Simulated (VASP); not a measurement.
Write the native input for VASP 6.6.1 that does the following.

| Property | Result |
| --- | --- |
| Task | single point |
| Functional | LDA |
| Potentials or basis | VASP PAW LDA potentials, release 64 (Ga_d, Co) |
| Cutoff | 520 eV |
| k mesh | 11 × 11 × 11 |
| Occupations | fermi-dirac, width 0.08 eV |
| Spin | collinear spin, ferromagnetic start |
| Starting moments | [0.0, 0.5] μB |
| Fixed moment | 0.5 μB |
| Dipole correction | no |
| Further INCAR settings | ALGO = Normal; EDIFF = 1e-06; NBANDS = 22 |

The structure of GaCo lies in POSCAR:

```
GaCo
1.0
    2.8780000000      0.0000000000      0.0000000000
    0.0000000000      2.8780000000      0.0000000000
    0.0000000000      0.0000000000      2.8780000000
Ga Co
1 1
Direct
    0.5000000000      0.5000000000      0.5000000000
    0.0000000000      0.0000000000      0.0000000000
```

One way to write it, as run:

INCAR

```
ALGO = Normal ; EDIFF = 1E-6
ENCUT = 520 ; ISIF = 2
ISMEAR = -1 ; ISPIN = 2
LASPH = T ; LCHARG = T
LELF = T ; LMAXMIX = 4
LORBIT = 11 ; LREAL = F
LVHAR = T ; LWAVE = F
MAGMOM = 0 0.5 ; NBANDS = 22
NELM = 150 ; NUPDOWN = 0.5
PREC = Accurate ; SIGMA = 0.08
```

KPOINTS

```
k-points
0
Gamma
  11 11 11
```

Potentials or basis: VASP PAW LDA potentials, release 64 (Ga_d, Co).

Launch:

```bash
$ cat potpaw_LDA.64/Ga_d/POTCAR potpaw_LDA.64/Co/POTCAR > POTCAR
$ mpirun -np 1 vasp_std > vasp.out
```

Results of the run:

```
Pressure                                              : -11.5 GPa
Net moment                                            : 0.50 μB per cell
Site moments                                          : Ga -0.01; Co +0.51 μB
Valence electrons inside the program's atomic spheres : Ga 11.80; Co 8.36
```

Caveat: the cell stands under tension; the total moment is fixed, so each spin has its own Fermi level and the state may be an excited one.

Run time: 60 s on 1 thread of Intel Xeon 8259CL, with other jobs on the host, peak memory 0.17 GiB.
